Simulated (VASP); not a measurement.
SiC3: single point with PBE

The system is SiC3.

```
C Si
1.0
     2.84225    0.00000    0.00000
     0.00000    2.84225    0.00000
     0.00000    0.00000    4.15711
C Si
3 1
Direct
  0.50000 0.00000 0.78627
  0.50000 0.50000 0.00000
  0.00000 0.50000 0.21373
  0.00000 0.00000 0.50000
```

This cell differs from its parent crystal: volume changed by +5%.

* Program: VASP 6.6.1
* Task: single point
* Functional: PBE
* Potentials or basis: VASP PAW PBE potentials, release 64 (C, Si)
* Cutoff: 520 eV
* k mesh: 4 × 4 × 4
* Occupations: gaussian, width 0.01 eV
* Spin: no spin polarisation

| Property | Result |
| --- | --- |
| Pressure | -9.5 GPa |
| Largest force | 0.062 eV/Å |
| Band gap on the k mesh | 1.66 eV, indirect (least direct gap 1.83 eV) |

Forces on the atoms (eV/Å):
```
C    0.000  0.000  0.062
C    0.000  0.000  0.000
C    0.000  0.000 -0.062
Si   0.000  0.000  0.000
```

Stress tensor (GPa, compression positive):
```
 -8.63   0.00   0.00
  0.00  -8.63   0.00
  0.00   0.00 -11.16
```

Levels at points of the mesh, in eV from the valence-band top:
```
           k point  band 4  band 5  band 6  band 7  band 8  band 9  band 10  band 11  band 12  band 13
(0.00, 0.00, 0.00)   -5.22   -5.22   -0.65    0.00    0.00    1.83     2.73     4.90     5.36     5.36
(0.50, 0.00, 0.00)   -6.54   -6.34   -6.00   -3.83   -0.83    4.44     5.79     5.87     7.31     9.51
(0.50, 0.50, 0.00)   -8.28   -5.85   -5.10   -5.10   -3.75    1.66     1.66     1.99     4.81    11.86
(0.00, 0.00, 0.50)   -4.77   -4.77   -4.03   -1.41   -1.41    2.56     2.88     5.84     7.70     7.70
(0.50, 0.00, 0.50)  -10.19   -3.72   -2.61   -2.21   -0.72    2.71     5.40     5.94     6.06     7.72
(0.50, 0.50, 0.50)   -7.06   -7.03   -6.43   -6.43   -6.03    5.34     5.34     5.99     8.33     9.12
```

It took 15 s on 1 thread of Intel Xeon 8259CL, on a shared host, peak memory 0.14 GiB.

Caveat: the k points lie up to 0.55 Å⁻¹ apart. A k mesh can miss the band edges.
